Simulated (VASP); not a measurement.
# CuO (C2/c) in VASP: further runs, part 2 of 2

VASP 6.6.1.

## (3) Single point, r2SCAN

This run uses another cell than the first one, of 10.74 Å³/atom.

Contents of POSCAR:

```
CuO
1.0
    2.3877802882     -1.7448634230      0.0000000000
    2.3877802882      1.7448634230      0.0000000000
   -0.8666988638      0.0000000000      5.1570684890
Cu O
2 2
Direct
    0.5000000000      0.0000000000      0.5000000000
    0.0000000000      0.5000000000      0.0000000000
    0.4184000000      0.5816000000      0.7500000000
    0.5816000000      0.4184000000      0.2500000000
```

Contents of INCAR.step1:

```
SYSTEM = CuO
PREC = Accurate ; ENCUT = 520
ISMEAR = -1 ; SIGMA = 0.05
LREAL = .False. ; LASPH = .True.
NELM = 60 ; NBANDS = 25
GGA = PE ; ALGO = Normal
EDIFF = 1E-4 ; LWAVE = .True.
LCHARG = .False.
```

Contents of INCAR.step2:

```
SYSTEM = CuO
PREC = Accurate ; ENCUT = 520
EDIFF = 1E-6 ; ISMEAR = -1
SIGMA = 0.05 ; LREAL = .False.
LASPH = .True. ; NELM = 60
ALGO = Normal ; ISIF = 2
LWAVE = .False. ; LCHARG = .False.
METAGGA = R2SCAN ; LMIXTAU = .True.
NBANDS = 25 ; ISTART = 1
```

Contents of KPOINTS:

```
regular mesh
0
Gamma
  10 10 5
  0 0 0
```

Potentials or basis: VASP PAW PBE potentials, release 64 (Cu, O).

Launch:

```console
> cat potpaw_PBE.64/Cu/POTCAR potpaw_PBE.64/O/POTCAR > POTCAR
> cp INCAR.step1 INCAR
> mpirun -np 1 vasp_std > vasp.out
> cp INCAR.step2 INCAR
> mpirun -np 1 vasp_std > vasp.out
```

OUTCAR:

```text
SYSTEM = CuO
   PREC = Accurate
   ENCUT = 520
   EDIFF = 1E-6
   ISMEAR = -1
   LREAL = .False.
   LASPH = .True.
   NELM = 60
   ISIF = 2
   METAGGA = R2SCAN
   ISTART = 1

 ion  position               nearest neighbor table
   1  0.500  0.000  0.500-   3 1.99   4 1.99   4 2.00   3 2.00
   2  0.000  0.500  0.000-   4 1.99   3 1.99   4 2.00   3 2.00
   3  0.418  0.582  0.750-   2 1.99   1 1.99   2 2.00   1 2.00
   4  0.582  0.418  0.250-   1 1.99   2 1.99   2 2.00   1 2.00

  LATTYP: Found a base centered monoclinic cell.
 ALAT       =     4.7755605764
 B/A-ratio  =     0.7307470589
 C/A-ratio  =     1.0950317057
 COS(beta)  =    -0.1657361228

  Lattice vectors:

 A1 = (   2.3877802882,  -1.7448634230,   0.0000000000)
 A2 = (   2.3877802882,   1.7448634230,   0.0000000000)
 A3 = (  -0.8666988638,   0.0000000000,   5.1570684890)

Analysis of symmetry for initial positions (statically):
=====================================================================
 Subroutine PRICEL returns:
 Original cell was already a primitive cell.

[... 174 lines left out ...]

 E-fermi :   4.7497     XC(G=0): -12.2569

 val. band max:        4.7484678499   @ k =   0.3000   0.2000   0.4000
 cond. band min:       4.7512141820   @ k =  -0.2000   0.3000   0.4000
 fundamental gap:      0.0027463321
 Fermi energy:         4.7496884013

 k-point     1 :       0.0000    0.0000    0.0000
  band No.  band energies     occupation
      1     -15.7849      2.00000
      2     -14.6532      2.00000
      3      -3.0391      2.00000
      4      -0.5823      2.00000
      5      -0.2104      2.00000
      6       1.5545      2.00000
[... 661 lines left out ...]
     24      18.4680      0.00000
     25      19.5853      0.00000

 [... further k-points ...]

------------------------ aborting loop because EDIFF is reached ----------------------------------------

  FORCE on cell =-STRESS in cart. coord.  units (eV):
  Direction    XX          YY          ZZ          XY          YZ          ZX
  --------------------------------------------------------------------------------------
  -------------------------------------------------------------------------------------
  Total       -2.8254954     -1.6620860     -3.3606931      0.0000000      0.0000000      0.1560222
  in kB     -105.3456224    -61.9691261   -125.2999041      0.0000000      0.0000000      5.8171230
  external PRESSURE =     -97.5382175 kB  Pullay stress =       0.0000000 kB

 VOLUME and BASIS-vectors are now :
 -----------------------------------------------------------------------------
  energy-cutoff  :      520.00
  volume of cell :       42.97
      direct lattice vectors                 reciprocal lattice vectors
     2.387780288 -1.744863423  0.000000000     0.209399501 -0.286555379  0.035191759
     2.387780288  1.744863423  0.000000000     0.209399501  0.286555379  0.035191759
    -0.866698864  0.000000000  5.157068489     0.000000000  0.000000000  0.193908613

 POSITION                                       TOTAL-FORCE (eV/Angst)
 -----------------------------------------------------------------------------------
      0.76054     -0.87243      2.57853        -0.000000     -0.000000      0.000000
      1.19389      0.87243      0.00000        -0.000000     -0.000000      0.000000
      1.73776      0.28476      3.86780        -0.000000     -0.414067      0.000000
      2.17111     -0.28476      1.28927         0.000000      0.414067      0.000000
 -----------------------------------------------------------------------------------
    total drift:                                0.000000     -0.000000     -0.000000

  FREE ENERGIE OF THE ION-ELECTRON SYSTEM (eV)
  ---------------------------------------------------
  free  energy   TOTEN  =       -36.3019345032 eV

  energy  without entropy=      -36.2826633228  energy(sigma->0) =      -36.29229891
```

OSZICAR.step1:

```text
N       E                     dE             d eps       ncg     rms          rms(c)
DAV:   1     0.296615730231E+03    0.29662E+03   -0.16402E+04  7394   0.211E+03
DAV:   2     0.118417256202E+02   -0.28477E+03   -0.26284E+03  7178   0.391E+02
DAV:   3    -0.244281303780E+02   -0.36270E+02   -0.34199E+02  8728   0.155E+02
DAV:   4    -0.257148060186E+02   -0.12867E+01   -0.12804E+01  8643   0.314E+01
DAV:   5    -0.257384598764E+02   -0.23654E-01   -0.23642E-01  9240   0.375E+00    0.175E+01
DAV:   6    -0.234815707624E+02    0.22569E+01   -0.37194E+01 10113   0.150E+02    0.142E+01
DAV:   7    -0.194817309531E+02    0.39998E+01   -0.10557E+01  8627   0.114E+02    0.259E+00
DAV:   8    -0.195870825024E+02   -0.10535E+00   -0.16092E+00  7440   0.871E+00    0.158E+00
DAV:   9    -0.195573102508E+02    0.29772E-01   -0.62311E-02 11484   0.589E+00    0.464E-01
DAV:  10    -0.195541174145E+02    0.31928E-02   -0.12442E-02 10381   0.166E+00    0.316E-01
DAV:  11    -0.195537077034E+02    0.40971E-03   -0.60095E-03 10439   0.678E-01    0.566E-02
DAV:  12    -0.195536960117E+02    0.11692E-04   -0.31818E-04  6489   0.212E-01
   1 F= -.19553696E+02 E0= -.19543634E+02  d E =-.201250E-01
```

It took 8.9 min on 1 thread of Intel Xeon 8259CL, shared host; peak memory 0.26 GiB.

What came out:

```
Free energy            : -36.3019 eV
Pressure               : -9.8 GPa
Largest force          : 0.414 eV/Å
Band gap on the k mesh : zero (bands 17 and 18 overlap by 0.59 eV)
```

Forces in eV/Å, atoms in the order of the input:
```
Cu   0.000  0.000  0.000
Cu   0.000  0.000  0.000
O    0.000 -0.414  0.000
O    0.000  0.414  0.000
```

Stress tensor (GPa, compression positive):
```
-10.53   0.00   0.58
  0.00  -6.20   0.00
  0.58   0.00 -12.53
```

Levels at points of the mesh, in eV from the Fermi level:
```
           k point  band 15  band 16  band 17  band 18  band 19  band 20
(0.00, 0.00, 0.00)    -2.18    -1.76     0.19     0.91     1.85     6.48
(0.50, 0.00, 0.00)    -1.54    -1.47     0.02     0.27     5.32     6.61
(0.50, 0.50, 0.00)    -1.64    -1.30    -0.72     1.04     3.90     7.39
```

Caveat: the cell stands under tension; the PAW data sets were made with another functional, which shifts forces and pressure a little; semilocal functionals often make such compounds metallic where correlation or magnetic order opens a gap, which also shifts bond lengths.
